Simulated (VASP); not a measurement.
# Ru14W (vh.c) in VASP: further runs

Ru14W (vh.c) is run at these levels: PBE; tasks: single point.

Program: VASP 6.6.1. These are calculated values, not measurements. Logs are shortened: lines on timing, memory, paths and dates and some standing lists are left out, and cuts for length are marked.

### Step 1. The cell of the first run

The cell holds a slab with vacuum, 15 atoms: a = 4.711 Å, b = 4.711 Å, c = 20.594 Å, α = 90.00°, β = 90.00°, γ = 120.00°.

### Step 2. Single point, PBE

Input file INCAR:

```
SYSTEM = Ru14W
PREC = Accurate
ENCUT = 520
EDIFF = 1E-7
ISMEAR = 1
SIGMA = 0.1
LREAL = Auto
LASPH = .TRUE.
NELM = 100
ALGO = Normal
ISIF = 2
LWAVE = .FALSE.
LCHARG = .FALSE.
LDIPOL = .TRUE.
IDIPOL = 3
DIPOL = 0.5 0.5 0.500
GGA = PE
NBANDS = 118
```

Input file KPOINTS:

```
Automatic mesh
0
G
  9 9 1
  0 0 0
```

Input file POSCAR:

```
Ru14W
1.0
    4.0794365732      2.3552638037      0.0000000000
   -4.0794365732      2.3552638037      0.0000000000
    0.0000000000      0.0000000000     20.5936087093
Ru W
14 1
Direct
    0.3333333333      0.3333333333      0.2939138234
    0.6666666667      0.0000000000      0.2930364896
    0.0000000000      0.6666666667      0.2930364896
    0.3333333333      0.0015419385      0.3937188826
    0.6651247282      0.6651247282      0.3937188826
    1.0015419385      0.3333333333      0.3937188826
    0.6666666667      0.0000000000      0.4999999905
    0.0000000000      0.6666666667      0.4999999905
    0.3333333333      0.0015419677      0.6062811500
    0.6651246990      0.6651246990      0.6062811500
    1.0015419677      0.3333333333      0.6062811500
    0.3333333333      0.3333333333      0.7060861754
    0.6666666667      0.0000000000      0.7069634987
    0.0000000000      0.6666666667      0.7069634987
    0.3333333333      0.3333333333      0.4999999462
```

Potentials or basis: VASP PAW PBE potentials, release 64 (Ru_pv, W_sv).

On the command line:

```console
cat potpaw_PBE.64/Ru_pv/POTCAR potpaw_PBE.64/W_sv/POTCAR > POTCAR
mpirun -np 1 vasp_std > vasp.out
```

OUTCAR:

```text
SYSTEM = Ru14W
   PREC = Accurate
   ENCUT = 520
   EDIFF = 1E-7
   ISMEAR = 1
   LREAL = Auto
   LASPH = .TRUE.
   NELM = 100
   ISIF = 2
   GGA = PE

 ion  position               nearest neighbor table
   1  0.333  0.333  0.294-   4 2.58   6 2.58   5 2.58   3 2.72   2 2.72   3 2.72   2 2.72   2 2.72
                             3 2.72
   2  0.667  0.000  0.293-   5 2.60   6 2.60   4 2.60   3 2.72   3 2.72   3 2.72   1 2.72   1 2.72
                             1 2.72
   3  0.000  0.667  0.293-   5 2.60   4 2.60   6 2.60   2 2.72   2 2.72   2 2.72   1 2.72   1 2.72
                             1 2.72
   4  0.333  0.002  0.394-   1 2.58   3 2.60   2 2.60  15 2.69   8 2.70   7 2.70   6 2.71   5 2.71
                             5 2.73   5 2.73   6 2.73   6 2.73
   5  0.665  0.665  0.394-   1 2.58   2 2.60   3 2.60  15 2.69   8 2.70   7 2.70   4 2.71   6 2.71
                             4 2.73   6 2.73   6 2.73   4 2.73
   6  0.002  0.333  0.394-   1 2.58   2 2.60   3 2.60  15 2.69   7 2.70   8 2.70   4 2.71   5 2.71
                             5 2.73   5 2.73   4 2.73   4 2.73
   7  0.667  0.000  0.500-   5 2.70   6 2.70   4 2.70  10 2.70  11 2.70   9 2.70   8 2.72  15 2.72
                            15 2.72   8 2.72   8 2.72  15 2.72
   8  0.000  0.667  0.500-   5 2.70   4 2.70   6 2.70  10 2.70   9 2.70  11 2.70   7 2.72  15 2.72
                            15 2.72   7 2.72   7 2.72  15 2.72
   9  0.333  0.002  0.606-  12 2.58  14 2.60  13 2.60  15 2.69   8 2.70   7 2.70  11 2.71  10 2.71
                            10 2.73  10 2.73  11 2.73  11 2.73
  10  0.665  0.665  0.606-  12 2.58  13 2.60  14 2.60  15 2.69   7 2.70   8 2.70   9 2.71  11 2.71
                             9 2.73  11 2.73   9 2.73  11 2.73
  11  0.002  0.333  0.606-  12 2.58  13 2.60  14 2.60  15 2.69   7 2.70   8 2.70   9 2.71  10 2.71
                            10 2.73  10 2.73   9 2.73   9 2.73
  12  0.333  0.333  0.706-   9 2.58  11 2.58  10 2.58  14 2.72  13 2.72  13 2.72  14 2.72  13 2.72
                            14 2.72
  13  0.667  0.000  0.707-  10 2.60  11 2.60   9 2.60  14 2.72  14 2.72  14 2.72  12 2.72  12 2.72
                            12 2.72
  14  0.000  0.667  0.707-  10 2.60   9 2.60  11 2.60  13 2.72  13 2.72  13 2.72  12 2.72  12 2.72
                            12 2.72
  15  0.333  0.333  0.500-   4 2.69   6 2.69   5 2.69   9 2.69  11 2.69  10 2.69   8 2.72   7 2.72
                             8 2.72   7 2.72   8 2.72   7 2.72

  LATTYP: Found a hexagonal cell.
 ALAT       =     4.7105276074
 C/A-ratio  =     4.3718263485

  Lattice vectors:

 A1 = (   4.0794365732,   2.3552638037,   0.0000000000)
 A2 = (  -4.0794365732,   2.3552638037,   0.0000000000)
 A3 = (   0.0000000000,   0.0000000000,  20.5936087093)

Analysis of symmetry for initial positions (statically):
=====================================================================
 Subroutine PRICEL returns:
 Original cell was already a primitive cell.

 Routine SETGRP: Setting up the symmetry group for a
 hexagonal supercell.

 Subroutine GETGRP returns: Found 12 space group operations
 (whereof  4 operations were pure point group operations)
 out of a pool of 24 trial point group operations.

The static configuration has the point symmetry C_2v.
 The point group associated with its full space group is D_3h.

Analysis of symmetry for dynamics (positions and initial velocities):
=====================================================================
 Subroutine PRICEL returns:
 Original cell was already a primitive cell.

 Routine SETGRP: Setting up the symmetry group for a
 hexagonal supercell.

 Subroutine GETGRP returns: Found 12 space group operations
 (whereof  4 operations were pure point group operations)
 out of a pool of 24 trial point group operations.

The dynamic configuration has the point symmetry C_2v.
 The point group associated with its full space group is D_3h.

 Subroutine INISYM returns: Found 12 space group operations
 (whereof  4 operations are pure point group operations),
 and found     1 'primitive' translations

----------------------------------------------------------------------------------------

                                     Primitive cell

  volume of cell :     395.7329

[... 69 lines left out ...]
 Following reciprocal coordinates:
            Coordinates               Weight
  0.000000  0.000000  0.000000      1.000000
  0.111111 -0.000000  0.000000      6.000000
  0.222222 -0.000000  0.000000      6.000000
  0.333333 -0.000000  0.000000      6.000000
  0.444444 -0.000000  0.000000      6.000000
  0.111111  0.111111  0.000000      6.000000
  0.222222  0.111111  0.000000     12.000000
  0.333333  0.111111  0.000000     12.000000
  0.444444  0.111111  0.000000      6.000000
  0.222222  0.222222  0.000000      6.000000
  0.333333  0.222222  0.000000     12.000000
  0.333333  0.333333  0.000000      2.000000
   k-points           NKPTS =     12   k-points in BZ     NKDIM =     12   number of bands    NBANDS=    118
   number of dos      NEDOS =    301   number of ions     NIONS =     15
   total plane-waves  NPLWV = 207360
   dimension x,y,z NGX =    36 NGY =   36 NGZ =  160
   dimension x,y,z NGXF=    72 NGYF=   72 NGZF=  320
   ions per type =              14   1
   NGX,Y,Z   is equivalent  to a cutoff of  12.71, 12.71, 12.92 a.u.
   NGXF,Y,Z  is equivalent  to a cutoff of  25.41, 25.41, 25.83 a.u.
 SYSTEM =  Ru14W
   PREC   = accura    normal or accurate (medium, high low for compatibility)
   ISTART =      0    job   : 0-new  1-cont  2-samecut
   ICHARG =      2    charge: 1-file 2-atom 10-const
   ISPIN  =      1    spin polarized calculation?
   LNONCOLLINEAR =      F non collinear calculations
   LSORBIT =      F    spin-orbit coupling
   LASPH  =      T    aspherical Exc in radial PAW
   ENCUT  =  520.0 eV  38.22 Ry    6.18 a.u.   8.76  8.76 38.29*2*pi/ulx,y,z
   NELM   =    100;   NELMIN=  2; NELMDL= -5     # of ELM steps
   EDIFF  = 0.1E-06   stopping-criterion for ELM
   LREAL  =      T    real-space projection
   EDIFFG = 0.1E-05   stopping-criterion for IOM
   NSW    =      0    number of steps for IOM
   IBRION =     -1    ionic relax: 0-MD 1-quasi-New 2-CG
   NFREE  =      0    steps in history (QN), initial steepest desc. (CG)
   ISIF   =      2    stress and relaxation
   ISYM   =      2    0-nonsym 1-usesym 2-fastsym
   POTIM  = 0.5000    time-step for ionic-motion
   TEBEG  =    0.0;   TEEND  =   0.0 temperature during run
   PSTRESS=    0.0 pullay stress
   NELECT =     210.0000    total number of electrons
   NUPDOWN=      -1.0000    fix difference up-down
   EMIN   =  10.00;   EMAX   =-10.00  energy-range for DOS
   EFERMI =   0.00;   METHOD = LEGACY
   ISMEAR =     1;   SIGMA  =   0.10  broadening in eV -4-tet -1-fermi 0-gaus
   EFERMI_NEDOS =   21; number of points for ismear=-14 and -15
   IALGO  =     38    algorithm
   IMIX   =      4    mixing-type and parameters
     AMIX     =   0.40;   BMIX     =  1.00
     AMIX_MAG =   1.60;   BMIX_MAG =  1.00
  volume/ion in A,a.u.               =      26.38       178.04
  Fermi-wavevector in a.u.,A,eV,Ry     =   1.325401  2.504644 23.901178  1.756687
  Thomas-Fermi vector in A             =   2.454864
   LORBIT       =      0    0 simple, 1 ext, 2 COOP (PROOUT), +10 PAW based schemes
   GGA     = PE    functional components
   LHFCALC =     F    Hartree Fock is set to
   AEXX    =    0.0000 exact exchange contribution
   IVDW    =     0    specifies the selected vdW correction
   LEPSILON=     F    determine dielectric tensor
   LRPA    =     F    only Hartree local field effects (RPA)
 non-spin polarized calculation
 Methfessel and Paxton  Order N= 1 SIGMA  =   0.10
  energy-cutoff  :      520.00
  volume of cell :      395.73
 maximum number of plane-waves:     10687
 NGX is ok and might be reduce to    36
   NGX = 17   NGY = 17   NGZ = 77

 number of electron     210.0000029 magnetization

 dipolmoment           0.000000      0.000000      0.000001 electrons x Angstroem

 Free energy of the ion-electron system (eV)
  ---------------------------------------------------
  ext. energy  EPLUGINS =         0.00000000
  ---------------------------------------------------
  free energy    TOTEN  =      -135.98023976 eV

  energy without entropy =     -135.97656951  energy(sigma->0) =     -135.97901634

 E-fermi :   4.3246     XC(G=0):  -8.2841

 val. band max:        4.3213405798   @ k =   0.3333  -0.0000   0.0000
 cond. band min:       4.3246913486   @ k =   0.1111   0.1111   0.0000
 fundamental gap:      0.0033507687
 Fermi energy:         4.3245517822

 k-point     1 :       0.0000    0.0000    0.0000
  band No.  band energies     occupation
      1     -69.6220      2.00000
      2     -39.1867      2.00000
      3     -39.0668      2.00000
      4     -39.0269      2.00000
      5     -38.9915      2.00000
      6     -38.9841      2.00000
[... 1429 lines left out ...]
    116       5.1591     -0.00000
    117       5.1913     -0.00000
 [bands above 117 left out]

------------------------ aborting loop because EDIFF is reached ----------------------------------------

 vacuum level on the upper side and lower side of the slab       (xc-potential included)        -0.243        -0.243

  FORCE on cell =-STRESS in cart. coord.  units (eV):
  Direction    XX          YY          ZZ          XY          YZ          ZX
  --------------------------------------------------------------------------------------
  -------------------------------------------------------------------------------------
  Total       -4.1672125     -4.1672125      0.2450805      0.0000000     -0.0000000      0.0000000
  in kB      -16.8715130    -16.8715130      0.9922409      0.0000000     -0.0000000      0.0000000
  external PRESSURE =     -10.9169284 kB  Pullay stress =       0.0000000 kB

 VOLUME and BASIS-vectors are now :
 -----------------------------------------------------------------------------
  energy-cutoff  :      520.00
  volume of cell :      395.73
      direct lattice vectors                 reciprocal lattice vectors
     4.079436573  2.355263804  0.000000000     0.122565945  0.212290445  0.000000000
    -4.079436573  2.355263804  0.000000000    -0.122565945  0.212290445  0.000000000
     0.000000000  0.000000000 20.593608709     0.000000000  0.000000000  0.048558755

 POSITION                                       TOTAL-FORCE (eV/Angst)
 -----------------------------------------------------------------------------------
      0.00000      1.57018      6.05275         0.000000     -0.000000     -0.024128
      2.71962      1.57018      6.03468         0.000000     -0.000000     -0.009934
     -2.71962      1.57018      6.03468         0.000000     -0.000000     -0.009934
      1.35352      0.78872      8.10809         0.010867     -0.006274      0.001069
      0.00000      3.13309      8.10809         0.000000      0.012549      0.001069
     -1.35352      0.78872      8.10809        -0.010867     -0.006274      0.001069
      2.71962      1.57018     10.29680         0.000000     -0.000000     -0.000000
     -2.71962      1.57018     10.29680         0.000000     -0.000000     -0.000000
      1.35352      0.78872     12.48552         0.010867     -0.006274     -0.001069
      0.00000      3.13309     12.48552         0.000000      0.012549     -0.001069
     -1.35352      0.78872     12.48552        -0.010867     -0.006274     -0.001069
      0.00000      1.57018     14.54086         0.000000     -0.000000      0.024128
      2.71962      1.57018     14.55893         0.000000     -0.000000      0.009934
     -2.71962      1.57018     14.55893         0.000000     -0.000000      0.009934
      0.00000      1.57018     10.29680         0.000000     -0.000000     -0.000000
 -----------------------------------------------------------------------------------
    total drift:                               -0.000000     -0.000002      0.000136

  FREE ENERGIE OF THE ION-ELECTRON SYSTEM (eV)
  ---------------------------------------------------
  free  energy   TOTEN  =      -135.9802397615 eV

  energy  without entropy=     -135.9765695063  energy(sigma->0) =     -135.97901634

 vacuum level on the upper side and lower side of the slab         9.012         9.012
```

It took 26 min on 1 thread of Intel Xeon Platinum 8259CL at 2.50GHz (Skylake/Cascade Lake), shared host; peak memory 0.67 GiB.

What came out:

* Free energy: -135.9802 eV
* Largest force: 0.024 eV/Å
* Band gap on the k mesh: zero (band 105 reaches 4.68 eV, above the bottom of band 106 at 4.07 eV)

Forces on the atoms (eV/Å):
```
Ru   0.000  0.000 -0.024
Ru   0.000  0.000 -0.010
Ru   0.000  0.000 -0.010
Ru   0.011 -0.006  0.001
Ru   0.000  0.013  0.001
Ru  -0.011 -0.006  0.001
Ru   0.000  0.000  0.000
Ru   0.000  0.000  0.000
Ru   0.011 -0.006 -0.001
Ru   0.000  0.013 -0.001
Ru  -0.011 -0.006 -0.001
Ru   0.000  0.000  0.024
Ru   0.000  0.000  0.010
Ru   0.000  0.000  0.010
W    0.000  0.000  0.000
```

Levels at points of the mesh, in eV from the Fermi level:
```
           k point  band 102  band 103  band 104  band 105  band 106  band 107  band 108  band 109  band 110  band 111
(0.00, 0.00, 0.00)     -0.71     -0.71     -0.21     -0.21      0.00      0.00      0.39      0.64      0.65      0.66
```

Caveat: spin-orbit coupling is left out, which moves the levels of the heavy elements.

### Step 3. Single point, PBE

Input file INCAR:

```
SYSTEM = Ru14W
PREC = Accurate
ENCUT = 520
EDIFF = 1E-7
ISMEAR = 1
SIGMA = 0.1
LREAL = Auto
LASPH = .True.
NELM = 100
ALGO = Normal
ISIF = 2
LWAVE = .False.
LCHARG = .False.
LDIPOL = .True.
IDIPOL = 3
DIPOL = 0.5 0.5 0.500
GGA = PE
NBANDS = 118
```

Input file KPOINTS:

```
regular mesh
0
Gamma
  6 6 1
  0 0 0
```

Input file POSCAR:

```
Ru14W
1.0
    4.0794365732      2.3552638037      0.0000000000
   -4.0794365732      2.3552638037      0.0000000000
    0.0000000000      0.0000000000     20.5936087093
Ru W
14 1
Direct
    0.3333333333      0.3333333333      0.2936106925
    0.6666666667      0.0000000000      0.2930906897
    0.0000000000      0.6666666667      0.2930906897
    0.3333333333      0.0020122243      0.3934260819
    0.6646544424      0.6646544424      0.3934260819
    1.0020122243      0.3333333333      0.3934260819
    0.6666666667      0.0000000000      0.5000000129
    0.0000000000      0.6666666667      0.5000000129
    0.3333333333      0.0020122187      0.6065739021
    0.6646544480      0.6646544480      0.6065739021
    1.0020122187      0.3333333333      0.6065739021
    0.3333333333      0.3333333333      0.7063892965
    0.6666666667      0.0000000000      0.7069093101
    0.0000000000      0.6666666667      0.7069093101
    0.3333333333      0.3333333333      0.5000000338
```

Potentials or basis: VASP PAW PBE potentials, release 64 (Ru_pv, W_sv).

On the command line:

```console
cat potpaw_PBE.64/Ru_pv/POTCAR potpaw_PBE.64/W_sv/POTCAR > POTCAR
mpirun -np 1 vasp_std > vasp.out
```

Run time: 18 min. Hardware: 1 thread of Intel Xeon Platinum 8259CL at 2.50GHz (Skylake/Cascade Lake), shared host; peak memory 0.58 GiB.

It converged, with:

- Free energy: -135.9365 eV
- Largest force: 0.036 eV/Å
- Band gap on the k mesh: zero (band 105 reaches 4.69 eV, above the bottom of band 106 at 4.07 eV)

Forces on the atoms (eV/Å):
```
Ru   0.000  0.000  0.036
Ru   0.000  0.000 -0.011
Ru   0.000  0.000 -0.011
Ru   0.002 -0.001  0.012
Ru   0.000  0.002  0.012
Ru  -0.002 -0.001  0.012
Ru   0.000  0.000  0.000
Ru   0.000  0.000  0.000
Ru   0.002 -0.001 -0.012
Ru   0.000  0.002 -0.012
Ru  -0.002 -0.001 -0.012
Ru   0.000  0.000 -0.036
Ru   0.000  0.000  0.011
Ru   0.000  0.000  0.011
W    0.000  0.000  0.000
```

Levels at points of the mesh, in eV from the Fermi level:
| k point | band 101 | band 102 | band 103 | band 104 | band 105 | band 106 | band 107 | band 108 | band 109 | band 110 |
| --- | --- | --- | --- | --- | --- | --- | --- | --- | --- | --- |
| (0.00, 0.00, 0.00) | -0.82 | -0.71 | -0.71 | -0.21 | -0.21 | 0.00 | 0.00 | 0.40 | 0.64 | 0.65 |
| (0.50, 0.00, 0.00) | -0.33 | -0.24 | -0.22 | -0.15 | 0.20 | 0.38 | 0.49 | 0.61 | 0.63 | 0.82 |

Caveat: spin-orbit coupling is left out, which moves the levels of the heavy elements.
